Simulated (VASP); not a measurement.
# PbS (Pm-3m) in VASP: notebook

Aim: see how the results for PbS move with the level of theory and the settings. Levels: r2SCAN50, HF, PBE0. Tasks: single point.

Program: VASP 6.6.1. These are calculated values, not measurements. Logs are shortened: lines on timing, memory, paths and dates and some standing lists are left out, and cuts for length are marked.

## 1. The cell of the first run

Symmetry: Pm-3m, No. 221, cubic system. Conventional cell: a = 3.654 Å, b = 3.654 Å, c = 3.654 Å, α = 90.00°, β = 90.00°, γ = 90.00°. Pb (site symmetry m-3m) has 8 S at 3.16 Å and 6 Pb at 3.65 Å within 4.2 Å. Within 4.2 Å of S (site symmetry m-3m) lie 8 Pb at 3.16 Å and 6 S at 3.65 Å.

## 2. Single point, r2SCAN50

The input, POSCAR:

```
PbS
1.0
    3.6536590000      0.0000000000      0.0000000000
    0.0000000000      3.6536590000      0.0000000000
    0.0000000000      0.0000000000      3.6536590000
Pb S
1 1
Direct
    0.0000000000      0.0000000000      0.0000000000
    0.5000000000      0.5000000000      0.5000000000
```

The input, INCAR.step1:

```
SYSTEM = PbS
PREC = Accurate ; ENCUT = 520
EDIFF = 1E-5 ; ISMEAR = -1
SIGMA = 0.05 ; LREAL = .FALSE.
LASPH = .TRUE. ; NELM = 60
ALGO = Normal ; ISIF = 2
LWAVE = .TRUE. ; NBANDS = 17
GGA = PE
```

The input, INCAR.step2:

```
SYSTEM = PbS
PREC = Accurate ; ENCUT = 520
EDIFF = 1E-7 ; ISMEAR = -1
SIGMA = 0.05 ; LREAL = .FALSE.
LASPH = .TRUE. ; NELM = 60
ALGO = Normal ; ISIF = 2
LWAVE = .FALSE. ; LCHARG = .TRUE.
METAGGA = R2SCAN ; LHFCALC = .TRUE.
AEXX = 0.5 ; LMIXTAU = .TRUE.
PRECFOCK = Normal ; LELF = .TRUE.
LVHAR = .TRUE. ; NBANDS = 17
ISTART = 1
```

The input, KPOINTS:

```
Automatic mesh
0
G
  4 4 4
  0 0 0
```

Potentials or basis: VASP PAW PBE potentials, release 64 (Pb_d, S).

The run is started by

```bash
> cat potpaw_PBE.64/Pb_d/POTCAR potpaw_PBE.64/S/POTCAR > POTCAR
> cp INCAR.step1 INCAR
> mpirun -np 1 vasp_std > vasp.out
> cp INCAR.step2 INCAR
> mpirun -np 1 vasp_std > vasp.out
```

OUTCAR:

```text
SYSTEM = PbS
   PREC = Accurate
   ENCUT = 520
   EDIFF = 1E-7
   ISMEAR = -1
   LREAL = .FALSE.
   LASPH = .TRUE.
   NELM = 60
   ISIF = 2
   METAGGA = R2SCAN
   LHFCALC = .TRUE.
   AEXX = 0.5
   PRECFOCK = Normal
   ISTART = 1

 ion  position               nearest neighbor table
   1  0.000  0.000  0.000-   2 3.16   2 3.16   2 3.16   2 3.16   2 3.16   2 3.16   2 3.16   2 3.16

   2  0.500  0.500  0.500-   1 3.16   1 3.16   1 3.16   1 3.16   1 3.16   1 3.16   1 3.16   1 3.16

  LATTYP: Found a simple cubic cell.
 ALAT       =     3.6536590000

  Lattice vectors:

 A1 = (   3.6536590000,   0.0000000000,   0.0000000000)
 A2 = (   0.0000000000,   3.6536590000,   0.0000000000)
 A3 = (   0.0000000000,   0.0000000000,   3.6536590000)

Analysis of symmetry for initial positions (statically):
=====================================================================
 Subroutine PRICEL returns:
 Original cell was already a primitive cell.

 Routine SETGRP: Setting up the symmetry group for a
 simple cubic supercell.

 Subroutine GETGRP returns: Found 48 space group operations
 (whereof 48 operations were pure point group operations)
 out of a pool of 48 trial point group operations.

The static configuration has the point symmetry O_h .

Analysis of symmetry for dynamics (positions and initial velocities):
=====================================================================
 Subroutine PRICEL returns:
 Original cell was already a primitive cell.

 Routine SETGRP: Setting up the symmetry group for a
 simple cubic supercell.

 Subroutine GETGRP returns: Found 48 space group operations
 (whereof 48 operations were pure point group operations)
 out of a pool of 48 trial point group operations.

The dynamic configuration has the point symmetry O_h .

 Subroutine INISYM returns: Found 48 space group operations
 (whereof 48 operations are pure point group operations),
 and found     1 'primitive' translations

----------------------------------------------------------------------------------------

                                     Primitive cell

  volume of cell :      48.7735

  direct lattice vectors                    reciprocal lattice vectors
     3.653659000  0.000000000  0.000000000     0.273698230  0.000000000  0.000000000
     0.000000000  3.653659000  0.000000000     0.000000000  0.273698230  0.000000000
     0.000000000  0.000000000  3.653659000     0.000000000  0.000000000  0.273698230

  length of vectors
     3.653659000  3.653659000  3.653659000     0.273698230  0.273698230  0.273698230

  position of ions in fractional coordinates (direct lattice)
     0.000000000  0.000000000  0.000000000
     0.500000000  0.500000000  0.500000000

  ion indices of the primitive-cell ions
   primitive index   ion index
                 1           1
                 2           2

----------------------------------------------------------------------------------------

 KPOINTS: Automatic mesh

Automatic generation of k-mesh.
 Grid dimensions read from file:
 generate k-points for:    4    4    4

 Generating k-lattice:

  Cartesian coordinates                     Fractional coordinates (reciprocal lattice)
     0.068424557  0.000000000  0.000000000     0.250000000  0.000000000  0.000000000
     0.000000000  0.068424557  0.000000000     0.000000000  0.250000000  0.000000000
     0.000000000  0.000000000  0.068424557     0.000000000  0.000000000  0.250000000

  Length of vectors
     0.068424557  0.068424557  0.068424557

  Shift w.r.t. Gamma in fractional coordinates (k-lattice)
     0.000000000  0.000000000  0.000000000

 Subroutine IBZKPT returns following result:
 ===========================================

 Found     10 irreducible k-points:

 Following reciprocal coordinates:
            Coordinates               Weight
  0.000000  0.000000  0.000000      1.000000
  0.250000  0.000000  0.000000      6.000000
  0.500000  0.000000  0.000000      3.000000
  0.250000  0.250000  0.000000     12.000000
  0.500000  0.250000  0.000000     12.000000
  0.500000  0.500000  0.000000      3.000000
  0.250000  0.250000  0.250000      8.000000
  0.500000  0.250000  0.250000     12.000000
  0.500000  0.500000  0.250000      6.000000
  0.500000  0.500000  0.500000      1.000000
   k-points           NKPTS =     10   k-points in BZ     NKDIM =     64   number of bands    NBANDS=     17
   number of dos      NEDOS =    301   number of ions     NIONS =      2
   total plane-waves  NPLWV =  21952
   dimension x,y,z NGX =    28 NGY =   28 NGZ =   28
   dimension x,y,z NGXF=    56 NGYF=   56 NGZF=   56
   ions per type =               1   1
   NGX,Y,Z   is equivalent  to a cutoff of  12.74, 12.74, 12.74 a.u.
   NGXF,Y,Z  is equivalent  to a cutoff of  25.48, 25.48, 25.48 a.u.
 SYSTEM =  PbS
   PREC   = accura    normal or accurate (medium, high low for compatibility)
   ISTART =      1    job   : 0-new  1-cont  2-samecut
   ICHARG =      0    charge: 1-file 2-atom 10-const
   ISPIN  =      1    spin polarized calculation?
   LNONCOLLINEAR =      F non collinear calculations
   LSORBIT =      F    spin-orbit coupling
   LASPH  =      T    aspherical Exc in radial PAW
   ENCUT  =  520.0 eV  38.22 Ry    6.18 a.u.   6.79  6.79  6.79*2*pi/ulx,y,z
   NELM   =     60;   NELMIN=  2; NELMDL=  0     # of ELM steps
   EDIFF  = 0.1E-06   stopping-criterion for ELM
   LREAL  =      F    real-space projection
   EDIFFG = 0.1E-05   stopping-criterion for IOM
   NSW    =      0    number of steps for IOM
   IBRION =     -1    ionic relax: 0-MD 1-quasi-New 2-CG
   NFREE  =      0    steps in history (QN), initial steepest desc. (CG)
   ISIF   =      2    stress and relaxation
   ISYM   =      3    0-nonsym 1-usesym 2-fastsym
   POTIM  = 0.5000    time-step for ionic-motion
   TEBEG  =    0.0;   TEEND  =   0.0 temperature during run
   PSTRESS=    0.0 pullay stress
   NELECT =      20.0000    total number of electrons
   NUPDOWN=      -1.0000    fix difference up-down
   EMIN   =  10.00;   EMAX   =-10.00  energy-range for DOS
   EFERMI =   0.00;   METHOD = LEGACY
   ISMEAR =    -1;   SIGMA  =   0.05  broadening in eV -4-tet -1-fermi 0-gaus
   EFERMI_NEDOS =   21; number of points for ismear=-14 and -15
   IALGO  =     38    algorithm
   IMIX   =      1    mixing-type and parameters
     AMIX     =   0.40;   BMIX     =  1.00
     AMIX_MAG =   1.60;   BMIX_MAG =  1.00
  volume/ion in A,a.u.               =      24.39       164.57
  Fermi-wavevector in a.u.,A,eV,Ry     =   1.216252  2.298383 20.126668  1.479268
  Thomas-Fermi vector in A             =   2.351612
   LORBIT       =      0    0 simple, 1 ext, 2 COOP (PROOUT), +10 PAW based schemes
   METAGGA = R2SCAN    functional components
   LHFCALC =     T    Hartree Fock is set to
   PRECFOCK=normal    Normal, Fast or Accurate (Low or Medium for compatibility)
   ENCUT4O =  -1.0   cutoff for four orbital integrals eV
   NKREDX  =     1    reduce k-point grid by
   NKREDY  =     1    reduce k-point grid by
   NKREDZ  =     1    reduce k-point grid by
   AEXX    =    0.5000 exact exchange contribution
   HFSCREEN=    0.0000 screening length (either q_TF or 0.3 A-1)
   HFSCREENC=   0.0000 screening length for correlation (either q_TF or 0.3 A-1)
   ENCUTFOCK=  -1.0 apply spherical cutoff to Coloumb kernel
   IVDW    =     0    specifies the selected vdW correction
   LEPSILON=     F    determine dielectric tensor
   LRPA    =     F    only Hartree local field effects (RPA)
 non-spin polarized calculation
  energy-cutoff  :      520.00
  volume of cell :       48.77
 maximum number of plane-waves:      1357
 NGX is ok and might be reduce to    28
  NGX = 24; NGY = 24; NGZ = 24

 number of electron      19.9999995 magnetization

 Free energy of the ion-electron system (eV)
  ---------------------------------------------------
  ext. energy  EPLUGINS =         0.00000000
  ---------------------------------------------------
  free energy    TOTEN  =       -42.65134486 eV

  energy without entropy =      -42.65132846  energy(sigma->0) =      -42.65133666

 E-fermi :   5.5297     XC(G=0):  -6.0032

 val. band max:        5.0991610810   @ k =   0.5000   0.5000   0.5000
 cond. band min:       5.9602459427   @ k =   0.5000   0.0000   0.0000
 fundamental gap:      0.8610848617
 Fermi energy:         5.5297029134

 k-point     1 :       0.0000    0.0000    0.0000
  band No.  band energies     occupation
      1     -16.1177      2.00000
      2     -16.1177      2.00000
      3     -15.9171      2.00000
      4     -15.9171      2.00000
      5     -15.9171      2.00000
      6     -11.6725      2.00000
[... 9 lines left out ...]
     16      21.3664      0.00000
     17      21.4618      0.00000

 k-point     2 :       0.2500    0.0000    0.0000
  band No.  band energies     occupation
      1     -16.1125      2.00000
      2     -16.0374      2.00000
      3     -15.9494      2.00000
      4     -15.9494      2.00000
      5     -15.9138      2.00000
      6     -11.0855      2.00000
[... 9 lines left out ...]
     16      19.5510      0.00000
     17      21.4507      0.00000

 k-point     3 :       0.5000    0.0000    0.0000
  band No.  band energies     occupation
      1     -16.1074      2.00000
      2     -15.9816      2.00000
      3     -15.9816      2.00000
      4     -15.9581      2.00000
      5     -15.9104      2.00000
      6     -10.2025      2.00000
[... 9 lines left out ...]
     16      21.5193      0.00000
     17      22.6287      0.00000

 k-point     4 :       0.2500    0.2500    0.0000
  band No.  band energies     occupation
      1     -16.0719      2.00000
      2     -16.0007      2.00000
      3     -15.9893      2.00000
      4     -15.9464      2.00000
      5     -15.9412      2.00000
      6     -10.5367      2.00000
[... 9 lines left out ...]
     16      18.4948      0.00000
     17      18.7724      0.00000
[... 63 lines left out ...]
      1     -16.0429      2.00000
      2     -16.0186      2.00000
      3     -15.9811      2.00000
      4     -15.9754      2.00000
      5     -15.8981      2.00000
      6      -9.4802      2.00000
[... 9 lines left out ...]
     16      18.8884      0.00000
     17      22.4095      0.00000

 k-point     9 :       0.5000    0.5000    0.2500
  band No.  band energies     occupation
      1     -16.0859      2.00000
      2     -16.0117      2.00000
      3     -16.0117      2.00000
      4     -15.9386      2.00000
      5     -15.8472      2.00000
      6      -9.1433      2.00000
[... 9 lines left out ...]
     16      20.5593      0.00000
     17      23.5271      0.00000

 k-point    10 :       0.5000    0.5000    0.5000
  band No.  band energies     occupation
      1     -16.0566      2.00000
      2     -16.0566      2.00000
      3     -16.0566      2.00000
      4     -15.8447      2.00000
      5     -15.8447      2.00000
      6      -8.9927      2.00000
[... 9 lines left out ...]
     16      22.7026      0.00000
     17      25.7079      0.00000

------------------------ aborting loop because EDIFF is reached ----------------------------------------

  FORCE on cell =-STRESS in cart. coord.  units (eV):
  Direction    XX          YY          ZZ          XY          YZ          ZX
  --------------------------------------------------------------------------------------
  -------------------------------------------------------------------------------------
  Total       -1.2865590     -1.2865590     -1.2865590      0.0000000      0.0000000      0.0000000
  in kB      -42.2626028    -42.2626028    -42.2626028      0.0000000      0.0000000      0.0000000
  external PRESSURE =     -42.2626028 kB  Pullay stress =       0.0000000 kB

 VOLUME and BASIS-vectors are now :
 -----------------------------------------------------------------------------
  energy-cutoff  :      520.00
  volume of cell :       48.77
      direct lattice vectors                 reciprocal lattice vectors
     3.653659000  0.000000000  0.000000000     0.273698230  0.000000000  0.000000000
     0.000000000  3.653659000  0.000000000     0.000000000  0.273698230  0.000000000
     0.000000000  0.000000000  3.653659000     0.000000000  0.000000000  0.273698230

 POSITION                                       TOTAL-FORCE (eV/Angst)
 -----------------------------------------------------------------------------------
      0.00000      0.00000      0.00000         0.000000      0.000000      0.000000
      1.82683      1.82683      1.82683         0.000000      0.000000      0.000000
 -----------------------------------------------------------------------------------
    total drift:                               -0.000003      0.000002     -0.000001

  FREE ENERGIE OF THE ION-ELECTRON SYSTEM (eV)
  ---------------------------------------------------
  free  energy   TOTEN  =       -42.6513448627 eV

  energy  without entropy=      -42.6513284565  energy(sigma->0) =      -42.65133666
```

Wall time 11 min (1 thread of Intel Xeon Platinum 8259CL at 2.50GHz (Skylake/Cascade Lake), shared host); peak memory 0.18 GiB.

Results:

```
Free energy            : -42.6513 eV
Pressure               : -4.2 GPa
Band gap on the k mesh : zero (bands 10 and 11 overlap by 0.86 eV)
```

Caveat: the k points lie up to 0.43 Å⁻¹ apart, too coarse for converged energies and pressures of a metal; the PAW data sets were made with another functional, which shifts forces and pressure a little; spin-orbit coupling is left out, which moves the levels of the heavy elements.

## 3. Single point, HF

POSCAR is that of step 2.

The input, INCAR.step1:

```
ALGO = Normal
EDIFF = 1E-5
ENCUT = 520
GGA = PE
ISIF = 2
ISMEAR = -1
LASPH = True
LCHARG = False
LREAL = False
LWAVE = True
NBANDS = 17
NELM = 100
PREC = Accurate
SIGMA = 0.05
```

The input, INCAR.step2:

```
AEXX = 1.0
AGGAC = 0.0
ALDAC = 0.0
ALGO = Normal
EDIFF = 1E-6
ENCUT = 520
GGA = PE
ISIF = 2
ISMEAR = -1
ISTART = 1
LASPH = True
LCHARG = False
LHFCALC = True
LREAL = False
LWAVE = False
NBANDS = 17
NELM = 100
PREC = Accurate
PRECFOCK = Normal
SIGMA = 0.05
```

The input, KPOINTS:

```
k-points
0
Gamma
  4 4 4
```

Potentials or basis: VASP PAW PBE potentials, release 64 (Pb_d, S).

The run is started by

```bash
> cat potpaw_PBE.64/Pb_d/POTCAR potpaw_PBE.64/S/POTCAR > POTCAR
> cp INCAR.step1 INCAR
> mpirun -np 1 vasp_std > vasp.out
> cp INCAR.step2 INCAR
> mpirun -np 1 vasp_std > vasp.out
```

Wall time 16 min (1 thread of Intel Xeon Platinum 8259CL at 2.50GHz (Skylake/Cascade Lake), shared host); peak memory 0.18 GiB.

Results (log left out):

| Item | Value |
| --- | --- |
| Free energy | -16.8104 eV |
| Pressure | 2.7 GPa |
| Band gap on the k mesh | zero (bands 10 and 11 overlap by 1.05 eV) |

Levels at points of the mesh, in eV from the Fermi level:
```tsv
k point	band 6	band 7	band 8	band 9	band 10	band 11	band 12	band 13	band 14	band 15
(0.00, 0.00, 0.00)	-21.31	-10.55	-5.14	-5.14	-5.14	9.41	9.41	11.45	11.45	11.45
(0.50, 0.00, 0.00)	-19.75	-14.41	-3.68	-3.68	0.53	3.42	7.72	7.72	11.06	13.88
(0.50, 0.50, 0.00)	-18.71	-11.25	-8.83	-8.83	-3.37	8.44	8.44	10.55	11.65	14.22
(0.50, 0.50, 0.50)	-18.38	-9.30	-6.25	-6.25	-6.25	-0.53	-0.53	-0.53	19.95	19.95
```

Caveat: the k points lie up to 0.43 Å⁻¹ apart, too coarse for converged energies and pressures of a metal; the PAW data sets were made with another functional, which shifts forces and pressure a little; spin-orbit coupling is left out, which moves the levels of the heavy elements.

(Part 1 of 2 ends here.)
